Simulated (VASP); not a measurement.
A run of VASP 6.6.1 is set up as follows.

Contents of INCAR:

```
SYSTEM = CuSi3
PREC     = Accurate       ! precision mode
ENCUT    = 520            ! plane-wave cutoff, eV
EDIFF    = 1E-6           ! SCF threshold, eV
ISMEAR   = 0              ! smearing method
SIGMA    = 0.1            ! smearing width, eV
LREAL    = .FALSE.        ! projectors in reciprocal space
LASPH    = .TRUE.         ! aspherical terms in the spheres
NELM     = 60             ! most SCF steps
ALGO     = Normal         ! electronic algorithm
ISIF     = 2              ! what is computed and relaxed
LWAVE    = .FALSE.        ! write WAVECAR
LCHARG   = .FALSE.        ! write CHGCAR
GGA      = PE             ! functional
NBANDS   = 20             ! bands
```

KPOINTS

```
Automatic mesh
0
G
  18 18 18
  0 0 0
```

POSCAR

```
CuSi3
1.0
   -1.9817736482      1.9817736482      3.5466616324
    1.9817736482     -1.9817736482      3.5466616324
    1.9817736482      1.9817736482     -3.5466616324
Si Cu
3 1
Direct
    0.5000000000      0.5000000000      0.0000000000
    0.2500000000      0.7500000000      0.5000000000
    0.7500000000      0.2500000000      0.5000000000
    0.0000000000      0.0000000000      0.0000000000
```

Potentials or basis: VASP PAW PBE potentials, release 64 (Si, Cu).

Command:

```bash
$ cat potpaw_PBE.64/Si/POTCAR potpaw_PBE.64/Cu/POTCAR > POTCAR
$ mpirun -np 1 vasp_std > vasp.out
```

Predict the band gap on the k mesh.

zero (an odd number of electrons rules out a gap without spin polarisation).

What does it give for the pressure?

0.0 GPa.

Caveat: an odd number of electrons without spin polarisation forces a metal; a magnetic or distorted state may lie lower.
